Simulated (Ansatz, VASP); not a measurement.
# Sr3Ga in VASP and in Ansatz

File INCAR:

```
SYSTEM = Sr3Ga
PREC     = Accurate       ! precision mode
ENCUT    = 520            ! plane-wave cutoff, eV
EDIFF    = 1E-6           ! SCF threshold, eV
ISMEAR   = 0              ! smearing method
SIGMA    = 0.1            ! smearing width, eV
LREAL    = .FALSE.        ! projectors in reciprocal space
LASPH    = .TRUE.         ! aspherical terms in the spheres
NELM     = 60             ! most SCF steps
ALGO     = Normal         ! electronic algorithm
ISIF     = 2              ! what is computed and relaxed
LWAVE    = .FALSE.        ! write WAVECAR
LCHARG   = .FALSE.        ! write CHGCAR
GGA      = PE             ! functional
NBANDS   = 30             ! bands
```

The input KPOINTS:

```
regular mesh
0
G
  6 6 6
  0 0 0
```

POSCAR

```
Sr3Ga
1.0
   -2.3490820790      2.3490820790      5.2473002285
    2.3490820790     -2.3490820790      5.2473002285
    2.3490820790      2.3490820790     -5.2473002285
Sr Ga
3 1
Direct
    0.5000000000      0.5000000000      0.0000000000
    0.2500000000      0.7500000000      0.5000000000
    0.7500000000      0.2500000000      0.5000000000
    0.0000000000      0.0000000000      0.0000000000
```

Input for Ansatz:

```yaml
crystal:
  lattice:
    - [-2.349082079, 2.349082079, 5.2473002285]
    - [2.349082079, -2.349082079, 5.2473002285]
    - [2.349082079, 2.349082079, -5.2473002285]
  atoms:
    - { symbol: Sr, position: [0.5, 0.5, 0.0] }
    - { symbol: Sr, position: [0.25, 0.75, 0.5] }
    - { symbol: Sr, position: [0.75, 0.25, 0.5] }
    - { symbol: Ga, position: [0.0, 0.0, 0.0] }
basis:
  ecutwfc: 420
kpoints:
  mp_grid: { grid: [6, 6, 6] }
hamiltonian:
  xc: pbe
scf:
  occupations: { method: gaussian, width: 0.1 }
  lower_state_search: "off"
output:
  forces: true
  stress: true
  eigenvalues: true
```

Alike in both runs: task single point; functional PBE; k mesh 6 × 6 × 6; occupations gaussian, width 0.1 eV; no spin polarisation.

|  | VASP | Ansatz |
| --- | --- | --- |
| version | VASP 6.6.1 | Ansatz 0.2.0 |
| potentials or method | VASP PAW PBE potentials, release 64 (Sr_sv, Ga_d), cutoff 520 eV | scalar-relativistic, plane waves, PAW |
| valence electrons in the cell | 43 | 43 |

VASP gave:

* gap on the k mesh at the Fermi level (eV): none
* pressure (GPa): 8.1
* traceless stress, the component that is largest in VASP (GPa): -3.23

**Question.** Which values does Ansatz return?

**Answer.** gap on the k mesh at the Fermi level (eV): none; pressure (GPa): 8.0; traceless stress, the component that is largest in VASP (GPa): -3.22.

A gap of «none» marks a metal or a gap that the smearing closes. With one functional, cell and mesh, what is left measures potentials, basis and numerics.
